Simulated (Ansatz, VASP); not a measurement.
# One calculation of GaSb, two programs

```
CELL_PARAMETERS angstrom
0.00000 3.05900 3.05900
3.05900 0.00000 3.05900
3.05900 3.05900 0.00000
ATOMIC_POSITIONS crystal
Ga 0.00000 0.00000 0.00000
Sb 0.25000 0.25000 0.25000
```

Alike in both runs: task single point; functional RPBE; k mesh 6 × 6 × 6; no spin polarisation.

|  | VASP | Ansatz |
| --- | --- | --- |
| version | VASP 6.6.1 | Ansatz 0.2.0 |
| potentials or method | VASP PAW PBE potentials, release 64 (Ga_d, Sb), cutoff 500 eV | plane waves, PAW |
| occupations | gaussian, width 0.01 eV | fixed |
| valence electrons in the cell | 18 | 28 |

|  | VASP | Ansatz | Ansatz less VASP |
| --- | --- | --- | --- |
| pressure (GPa) | 3.9 | 3.9 | -0.06 |

VASP's potentials were made for PBE, not for RPBE. VASP's potentials hold 18 valence electrons a cell and Ansatz's 28, so a difference there can come from the potentials and not from the codes. Ansatz's warnings: stress scf threshold loose.

Neither program's run includes spin-orbit coupling.
